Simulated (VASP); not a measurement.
A run of VASP 6.6.1 is set up as follows.

File INCAR:

```
SYSTEM = Cs
PREC     = Accurate       ! precision mode
ENCUT    = 600            ! plane-wave cutoff, eV
EDIFF    = 1E-7           ! SCF threshold, eV
ISMEAR   = -1             ! smearing method
SIGMA    = 0.1            ! smearing width, eV
LREAL    = .False.        ! projectors in reciprocal space
LASPH    = .True.         ! aspherical terms in the spheres
NELM     = 60             ! most SCF steps
ALGO     = Normal         ! electronic algorithm
ISIF     = 3              ! what is computed and relaxed
LWAVE    = .False.        ! write WAVECAR
LCHARG   = .False.        ! write CHGCAR
GGA      = RP             ! functional
IBRION   = 2              ! ionic algorithm
NSW      = 80             ! ionic steps
EDIFFG   = -0.01          ! ionic threshold
```

The input KPOINTS:

```
Automatic mesh
0
Gamma
  5 5 5
  0 0 0
```

POSCAR

```
Cs
1.0
    0.0000000000      5.3027061682      5.3027061682
    5.3027061682      0.0000000000      5.3027061682
    5.3027061682      5.3027061682      0.0000000000
Cs
2
Direct
    0.1250000000      0.1250000000      0.1250000000
    0.8750000000      0.8750000000      0.8750000000
```

Potentials or basis: VASP PAW PBE potentials, release 64 (Cs_sv).

Command:

```console
$ cat potpaw_PBE.64/Cs_sv/POTCAR > POTCAR
$ mpirun -np 1 vasp_std > vasp.out
```

(1) Predict the relaxed volume.

(2) Estimate the band gap on the k mesh.

## Answers

(1) 216.76 Å³/atom.

(2) 0.13 eV, direct.

Caveat: the volume moved by over 15 % at a fixed basis, so the end points are rough; the PAW data sets were made with another functional, which shifts forces and pressure a little; spin-orbit coupling is left out, which moves the levels of the heavy elements.
